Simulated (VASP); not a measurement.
Set up this calculation in VASP 6.6.1, as the native input.

* Task: relaxation of cell and atoms
* Functional: PBEsol
* Potentials or basis: VASP PAW PBE potentials, release 64 (Sc_sv, Si)
* Cutoff: 600 eV
* k mesh: 12 × 12 × 12
* Occupations: gaussian, width 0.1 eV
* Spin: no spin polarisation
* Dipole correction: no
* Further INCAR settings: ALGO = Normal; EDIFF = 1e-07; IBRION = 2; EDIFFG = -0.005; NSW = 70; ISIF = 3

The structure of ScSi2 lies in POSCAR:

```
ScSi2
1.0
    4.0363679007      0.0000000000      0.0000000000
   -2.0181839503      3.4955971410      0.0000000000
    0.0000000000      0.0000000000      3.6092096572
Sc Si
1 2
Direct
    0.0000000000      0.0000000000      0.0000000000
    0.3333333333      0.6666666667      0.5000000000
    0.6666666667      0.3333333333      0.5000000000
```

These files were run (other wordings do the same):

INCAR

```
ALGO = Normal
EDIFF = 1E-7
EDIFFG = -0.005
ENCUT = 600
GGA = PS
IBRION = 2
ISIF = 3
ISMEAR = 0
LASPH = T
LCHARG = F
LREAL = F
LWAVE = F
NELM = 100
NSW = 70
PREC = Accurate
SIGMA = 0.1
```

KPOINTS

```
k-points
0
Gamma
  12 12 12
```

Potentials or basis: VASP PAW PBE potentials, release 64 (Sc_sv, Si).

Launch:

```sh
$ cat potpaw_PBE.64/Sc_sv/POTCAR potpaw_PBE.64/Si/POTCAR > POTCAR
$ mpirun -np 1 vasp_std > vasp.out
```

It gave:

```
Relaxed volume                        : 16.48 Å³/atom
Relaxed cell                          : a = 4.010 Å, b = 4.010 Å, c = 3.550 Å, α = 90.00°, β = 90.00°, γ = 120.00°
Space group after relaxing (to 0.1 Å) : P6/mmm (No. 191)
Energy gained by relaxing             : 4.3 meV/atom
Ionic steps                           : 5
Pressure after relaxing               : 0.0 GPa
Band gap on the k mesh                : zero (an odd number of electrons rules out a gap without spin polarisation)
```

Caveat: the PAW data sets were made with another functional, which shifts forces and pressure a little.

Wall time 3.6 min on 1 thread of AMD EPYC 7R13 Processor (Zen 3), on a shared host, peak memory 0.24 GiB.
